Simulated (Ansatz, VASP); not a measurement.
# One calculation of Mg, two programs

The input INCAR:

```
SYSTEM = Mg
  ALGO = Normal
  EDIFF = 1E-6
  ENCUT = 520
  GGA = PS
  ISIF = 2
  ISMEAR = 0
  LASPH = .TRUE.
  LCHARG = .FALSE.
  LREAL = .FALSE.
  LWAVE = .FALSE.
  NBANDS = 7
  NELM = 60
  PREC = Accurate
  SIGMA = 0.15
```

KPOINTS

```
k-points
0
G
  18 18 18
  0 0 0
```

The input POSCAR:

```
Mg
1.0
   -1.7794500000      1.7794500000      1.6980524727
    1.7794500000     -1.7794500000      1.6980524727
    1.7794500000      1.7794500000     -1.6980524727
Mg
1
Direct
    0.0000000000      0.0000000000      0.0000000000
```

Input for Ansatz:

```yaml
crystal:
  lattice:
    - [-1.77945, 1.77945, 1.6980524727]
    - [1.77945, -1.77945, 1.6980524727]
    - [1.77945, 1.77945, -1.6980524727]
  atoms:
    - { symbol: Mg, position: [0.0, 0.0, 0.0] }
basis:
  ecutwfc: 520.0
kpoints:
  mp_grid: { grid: [18, 18, 18] }
hamiltonian:
  xc: pbesol
scf:
  occupations: { method: gaussian, width: 0.15 }
output:
  forces: true
  stress: true
  eigenvalues: true
  write_density: true
  write_potential: true
  elf: true
  volumetric_format: npy
```

Alike in both runs: task single point; functional PBEsol; k mesh 18 × 18 × 18; occupations gaussian, width 0.15 eV; no spin polarisation.

```csv
,VASP,Ansatz
version,VASP 6.6.1,Ansatz 0.2.0
potentials or method,"VASP PAW PBE potentials, release 64 (Mg), cutoff 520 eV","scalar-relativistic, plane waves, PAW"
valence electrons in the cell,2,10
```

|  | VASP | Ansatz | Ansatz less VASP |
| --- | --- | --- | --- |
| gap on the k mesh at the Fermi level (eV) | none | none | - |
| pressure (GPa) | 1.8 | 1.8 | +0.03 |
| traceless stress, the component that is largest in VASP (GPa) | 0.21 | 0.21 | 0.000 |

VASP's potentials were made for PBE, not for PBEsol. A gap of «none» marks a metal or a gap that the smearing closes. With one functional, cell and mesh, what is left measures potentials, basis and numerics. VASP's potentials hold 2 valence electrons a cell and Ansatz's 10, so a difference there can come from the potentials and not from the codes.
